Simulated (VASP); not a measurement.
H:

```
CELL_PARAMETERS angstrom
-1.69153 1.69153 2.05847
1.69153 -1.69153 2.05847
1.69153 1.69153 -2.05847
ATOMIC_POSITIONS crystal
H 0.09014 0.09014 0.00000
H 0.90986 0.90986 0.00000
```

Base run:

| Property | Result |
| --- | --- |
| Program | VASP 6.6.1 |
| Functional | PBE |
| Dispersion | D3(BJ) |
| Potentials or basis | VASP PAW PBE potentials, release 64 (H) |
| Cutoff | 520 eV |
| k mesh | 11 × 11 × 11 |
| Occupations | fermi-dirac, width 0.05 eV |
| Spin | no spin polarisation |

Its results: band gap on the k mesh 9.05 eV, indirect (least direct gap 9.84 eV); pressure 0.3 GPa; largest force 0.283 eV/Å.

Problem. The run is repeated on the same cell with these changes: functional from PBE to r2SCAN; occupations from fermi-dirac, width 0.05 eV to tetrahedron. What comes out?

Solution. Band gap on the k mesh 9.78 eV, indirect (least direct gap 10.59 eV); pressure -0.1 GPa; largest force 0.006 eV/Å.

Caveats: three body term missing (some runs); the PAW data sets were made with another functional, which shifts forces and pressure a little (some runs).

A k mesh can miss the band edges.
